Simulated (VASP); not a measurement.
Set up this calculation in VASP 6.6.1, as the native input.

```
Task                   : single point
Functional             : revPBE
Dispersion             : D3(BJ)
Potentials or basis    : VASP PAW PBE potentials, release 64 (Te, Mo_sv)
Cutoff                 : 520 eV
k mesh                 : 4 × 8 × 2
Occupations            : fermi-dirac, width 0.05 eV
Spin                   : no spin polarisation
Dipole correction      : no
Further INCAR settings : ALGO = Normal; EDIFF = 1e-07; NBANDS = 64
```

The structure of Te2Mo lies in POSCAR:

```
Te2Mo
1.0
    6.3011254589      0.0000000000     -0.0185494863
    0.0000000000      3.4472850868      0.0000000000
   -0.9829964553      0.0000000000     12.9128178820
Te Mo
8 4
Direct
    0.9490380318      0.7500000000      0.6097408421
    0.0509619682      0.2500000000      0.3902591579
    0.9023896961      0.2500000000      0.8404310395
    0.0976103039      0.7500000000      0.1595689605
    0.4100577267      0.7500000000      0.8908362190
    0.5899422733      0.2500000000      0.1091637810
    0.4439043718      0.2500000000      0.6588104976
    0.5560956282      0.7500000000      0.3411895024
    0.8167506790      0.7500000000      0.9918091634
    0.1832493210      0.2500000000      0.0081908366
    0.6807612357      0.2500000000      0.4939804577
    0.3192387643      0.7500000000      0.5060195423
```

These files were run (other wordings do the same):

INCAR

```
SYSTEM = Te2Mo
ALGO     = Normal         ! electronic algorithm
EDIFF    = 1E-7           ! SCF threshold, eV
ENCUT    = 520            ! plane-wave cutoff, eV
GGA      = RE             ! functional
ISIF     = 2              ! what is computed and relaxed
ISMEAR   = -1             ! smearing method
IVDW     = 12             ! dispersion correction
LASPH    = .True.         ! aspherical terms in the spheres
LCHARG   = .False.        ! write CHGCAR
LREAL    = .False.        ! projectors in reciprocal space
LWAVE    = .False.        ! write WAVECAR
NBANDS   = 64             ! bands
NELM     = 100            ! most SCF steps
PREC     = Accurate       ! precision mode
SIGMA    = 0.05           ! smearing width, eV
```

KPOINTS

```
k-points
0
Gamma
  4 8 2
  0 0 0
```

Potentials or basis: VASP PAW PBE potentials, release 64 (Te, Mo_sv).

The run is started by

```sh
$ cat potpaw_PBE.64/Te/POTCAR potpaw_PBE.64/Mo_sv/POTCAR > POTCAR
$ mpirun -np 1 vasp_std > vasp.out
```

Results of the run:

* Pressure: -0.1 GPa
* Largest force: 0.015 eV/Å
* Band gap on the k mesh: zero (bands 52 and 53 overlap by 0.54 eV)
* Dispersion energy per atom: -1.080 eV

Caveat: the PAW data sets were made with another functional, which shifts forces and pressure a little; spin-orbit coupling is left out, which moves the levels of the heavy elements.

It took 27 min on 1 thread of Intel(R) Xeon(R) Platinum 8375C CPU @ 2.90GHz (Ice Lake) (shared host), peak memory 0.61 GiB.
